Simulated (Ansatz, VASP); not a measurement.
# Two plane-wave programs on GaN

The input POSCAR:

```
GaN
1.0
    2.9954103090      0.0000000000      0.0000000000
   -1.4977051545      2.5941014224      0.0000000000
    0.0000000000      0.0000000000      5.8535409920
Ga N
2 2
Direct
    0.3333333333      0.6666666667      0.9991101048
    0.6666666667      0.3333333333      0.4991101048
    0.3333333333      0.6666666667      0.3758898952
    0.6666666667      0.3333333333      0.8758898952
```

The input INCAR.step1:

```
ALGO = Normal
EDIFF = 1E-4
ENCUT = 520
GGA = PE
ISMEAR = 0
LASPH = T
LCHARG = F
LREAL = F
LWAVE = T
NBANDS = 26
NELM = 100
PREC = Accurate
SIGMA = 0.05
```

Contents of INCAR.step2:

```
ALGO = Normal
EDIFF = 1E-6
ENCUT = 520
ISIF = 2
ISMEAR = 0
ISTART = 1
LASPH = T
LCHARG = T
LELF = T
LMIXTAU = T
LREAL = F
LVHAR = T
LWAVE = F
METAGGA = R2SCAN
NBANDS = 26
NELM = 100
PREC = Accurate
SIGMA = 0.05
```

File KPOINTS:

```
k-points
0
Gamma
  12 12 6
```

Input for Ansatz:

```yaml
crystal:
  lattice:
    - [2.995410309, 0.0, 0.0]
    - [-1.4977051545, 2.5941014224, 0.0]
    - [0.0, 0.0, 5.853540992]
  atoms:
    - { symbol: Ga, position: [0.3333333333, 0.6666666667, 0.9991101048] }
    - { symbol: Ga, position: [0.6666666667, 0.3333333333, 0.4991101048] }
    - { symbol: "N", position: [0.3333333333, 0.6666666667, 0.3758898952] }
    - { symbol: "N", position: [0.6666666667, 0.3333333333, 0.8758898952] }
basis:
  ecutwfc: 500
kpoints:
  mp_grid: { grid: [12, 12, 6] }
hamiltonian:
  xc: r2scan
scf:
  occupations: { method: gaussian, width: 0.05 }
output:
  forces: true
  stress: true
  eigenvalues: true
```

Alike in both runs: task single point; functional r2SCAN; k mesh 12 × 12 × 6; occupations gaussian, width 0.05 eV; no spin polarisation.

```csv
,VASP,Ansatz
version,VASP 6.6.1,Ansatz 0.2.0
potentials or method,"VASP PAW PBE potentials, release 64 (Ga_d, N), cutoff 520 eV","scalar-relativistic, plane waves, PAW"
valence electrons in the cell,36,36
```

Ansatz gave:

```
gap on the k mesh at the Fermi level (eV)                     : 0.96
least direct gap on the mesh (eV)                             : 0.96
pressure (GPa)                                                : 8.9
traceless stress, the component that is largest in VASP (GPa) : -41.09
rms of the force components (eV/Å)                            : 0.373
```

Task: Estimate VASP's values.

Result: gap on the k mesh at the Fermi level (eV): 0.94; least direct gap on the mesh (eV): 0.94; pressure (GPa): 10.0; traceless stress, the component that is largest in VASP (GPa): -41.79; rms of the force components (eV/Å): 0.421.

VASP's potentials were made for PBE, not for r2SCAN. Atom by atom the forces differ by 0.048 eV/Å (rms over components).
